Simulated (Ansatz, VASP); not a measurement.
FeO in VASP and in Ansatz

INCAR

```
ALGO = Normal
EDIFF = 1E-6
ENCUT = 520
ISIF = 2
ISMEAR = -1
ISPIN = 2
LASPH = True
LCHARG = False
LMAXMIX = 4
LORBIT = 11
LREAL = False
LWAVE = False
MAGMOM = 3 0
NBANDS = 18
NELM = 150
PREC = Accurate
SIGMA = 0.05
```

Contents of KPOINTS:

```
k-points
0
Gamma
  11 11 11
```

Contents of POSCAR:

```
FeO
1.0
    0.0000000000      2.1409337923      2.1409337923
    2.1409337923      0.0000000000      2.1409337923
    2.1409337923      2.1409337923      0.0000000000
Fe O
1 1
Direct
    0.0000000000      0.0000000000      0.0000000000
    0.5000000000      0.5000000000      0.5000000000
```

input.yaml

```yaml
crystal:
  lattice:
    - [0.0, 2.1409337923, 2.1409337923]
    - [2.1409337923, 0.0, 2.1409337923]
    - [2.1409337923, 2.1409337923, 0.0]
  atoms:
    - { symbol: Fe, position: [0.0, 0.0, 0.0], spin: 3.0 }
    - { symbol: O, position: [0.5, 0.5, 0.5] }
hamiltonian:
  xc: lda
  pseudopotentials: { kind: paw, xc_functional: lda, accuracy: standard }
magnetization:
  spin_polarized: true
kpoints:
  mp_grid: { grid: [11, 11, 11] }
scf:
  occupations: { method: fermi_dirac, width: 0.05 }
output:
  forces: true
  stress: true
  eigenvalues: true
```

Alike in both runs: task single point; functional LDA; k mesh 11 × 11 × 11; occupations fermi-dirac, width 0.05 eV; collinear spin.

|  | VASP | Ansatz |
| --- | --- | --- |
| version | VASP 6.6.1 | Ansatz 0.2.0 |
| potentials or method | VASP PAW LDA potentials, release 64 (Fe, O) | JTH PAW LDA |
| plane-wave cutoff (eV) | 520 | 1380 |
| valence electrons in the cell | 14 | 22 |

|  | VASP | Ansatz | Ansatz less VASP |
| --- | --- | --- | --- |
| gap on the k mesh at the Fermi level (eV) | none | none | - |
| pressure (GPa) | -12.3 | -12.2 | +0.12 |
| net moment per atom (μB) | 1.99 | 2.00 | +0.012 |
| size of the moment on the site where the two differ most (μB) | 3.55 | 3.41 | -0.145 |

LDA's correlation is that of Perdew and Zunger in VASP and of Perdew and Wang (1992) in Ansatz. Site moments also hang on the region over which each program counts them. A gap of «none» marks a metal or a gap that the smearing closes. VASP's potentials hold 14 valence electrons a cell and Ansatz's 22, so a difference there can come from the potentials and not from the codes.
